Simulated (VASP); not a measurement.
## KF: single point with PBE

Crystal: KF.

```
CELL_PARAMETERS angstrom
3.25895 0.00000 0.00000
0.00000 3.25895 0.00000
0.00000 0.00000 3.25895
ATOMIC_POSITIONS crystal
K 0.00000 0.00000 0.00000
F 0.50000 0.50000 0.50000
```

```json
{
  "Program": "VASP 6.6.1",
  "Task": "single point",
  "Functional": "PBE",
  "Potentials or basis": "VASP PAW PBE potentials, release 64 (K_sv, F)",
  "Cutoff": "520 eV",
  "k mesh": "6 × 6 × 6",
  "Occupations": "fermi-dirac, width 0.1 eV",
  "Spin": "non-collinear spin, typed start",
  "Starting moments": "[[-0.036, 0.113, 0.308], [0.0, 0.0, 0.0]] μB"
}
```

| Item | Value |
| --- | --- |
| Pressure | 0.0 GPa |
| Band gap on the k mesh | 6.26 eV (least direct gap 6.31 eV) |
| Net moment | 0.00 μB per cell |
| Valence electrons inside the program's atomic spheres | K 7.57; F 6.07 |

Levels at points of the mesh, in eV from the valence-band top:
```tsv
k point	band 13	band 14	band 15	band 16	band 17	band 18	band 19	band 20
(0.00, 0.00, 0.00)	-0.05	-0.05	-0.05	-0.05	6.26	6.26	8.29	8.29
(0.50, 0.00, 0.00)	-0.16	-0.16	-0.16	-0.16	9.28	9.28	9.35	9.35
(0.00, 0.50, 0.00)	-0.16	-0.16	-0.16	-0.16	9.28	9.28	9.35	9.35
(0.00, 0.00, 0.50)	-0.16	-0.16	-0.16	-0.16	9.28	9.28	9.35	9.35
(0.50, 0.50, 0.00)	-0.62	-0.62	0.00	0.00	8.46	8.46	8.97	8.97
(0.00, 0.50, 0.50)	-0.62	-0.62	0.00	0.00	8.46	8.46	8.97	8.97
(0.50, 0.00, 0.50)	-0.62	-0.62	0.00	0.00	8.46	8.46	8.97	8.97
(0.50, 0.50, 0.50)	-1.03	-1.03	-1.03	-1.03	10.43	10.43	10.43	10.43
```

Moments on the atoms (μB; x, y, z):
```
K   0.00 0.00 0.00
F   0.00 0.00 0.00
```

It took 5.7 min on 1 thread of Intel Xeon 8259CL (shared host), peak memory 0.27 GiB.

A k mesh can miss the band edges.
